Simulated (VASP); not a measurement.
A run of VASP 6.6.1:

INCAR

```
SYSTEM = Mg2Zn3O5
ALGO = Normal
EDIFF = 1E-6
ENCUT = 520
GGA = PE
ISIF = 2
ISMEAR = 0
LASPH = .True.
LCHARG = .False.
LREAL = .False.
LWAVE = .False.
NBANDS = 46
NELM = 60
PREC = Accurate
SIGMA = 0.1
```

KPOINTS

```
k-points
0
Gamma
  8 8 8
  0 0 0
```

POSCAR

```
Mg2Zn3O5
1.0
   -1.6335155400      1.6335155400     11.5506991800
    1.6335155400     -1.6335155400     11.5506991800
    1.6335155400      1.6335155400    -11.5506991800
Mg Zn O
2 3 5
Direct
    0.3000000000      0.3000000000      0.0000000000
    0.7000000000      0.7000000000      0.0000000000
    0.9000000000      0.9000000000      0.0000000000
    0.1000000000      0.1000000000      0.0000000000
    0.5000000000      0.5000000000      0.0000000000
    0.8000000000      0.8000000000      0.0000000000
    0.2000000000      0.2000000000      0.0000000000
    0.6000000000      0.6000000000      0.0000000000
    0.0000000000      0.0000000000      0.0000000000
    0.4000000000      0.4000000000      0.0000000000
```

Potentials or basis: VASP PAW PBE potentials, release 64 (Mg, Zn, O).

The run is started by

```console
$ cat potpaw_PBE.64/Mg/POTCAR potpaw_PBE.64/Zn/POTCAR potpaw_PBE.64/O/POTCAR > POTCAR
$ mpirun -np 1 vasp_std > vasp.out
```

Hardware: 1 thread of Intel(R) Xeon(R) 6975P-C (Granite Rapids), on a shared host.

Q: How long does it take, and how much memory?

A: Wall time 51 min on 1 thread of Intel(R) Xeon(R) 6975P-C (Granite Rapids), with other jobs on the host, peak memory 1.6 GiB. Counts: scf iterations 15, k points 59.
